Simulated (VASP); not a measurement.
Fe, 1 atom in the cell. It takes space group Im-3m (No. 229, cubic). The conventional cell has a = 2.866 Å, b = 2.866 Å, c = 2.866 Å, α = 90.00°, β = 90.00°, γ = 90.00°. Fe (site symmetry m-3m) has 14 Fe at 2.48 to 2.87 Å within 3.3 Å. 

* Program: VASP 6.6.1
* Task: relaxation of cell and atoms
* Functional: PBE
* Potentials or basis: VASP PAW PBE potentials, release 64 (Fe)
* Cutoff: 600 eV
* k mesh: 15 × 15 × 15
* Occupations: fermi-dirac, width 0.1 eV
* Spin: no spin polarisation
* Dipole correction: no
* Further INCAR settings: ALGO = Normal; EDIFF = 1e-07; IBRION = 2; EDIFFG = -0.01; NSW = 80; ISIF = 3

Potentials or basis: VASP PAW PBE potentials, release 64 (Fe).

Command:

```bash
$ cat potpaw_PBE.64/Fe/POTCAR > POTCAR
$ mpirun -np 1 vasp_std > vasp.out
```

Hardware: 1 thread of AMD EPYC 7R13 (shared host).

Question: How long does it take, and how much memory?

Answer: It took 85 s on 1 thread of AMD EPYC 7R13, with other jobs on the host, peak memory 0.11 GiB. Counts: scf iterations 58, k points 120, ion steps 7.
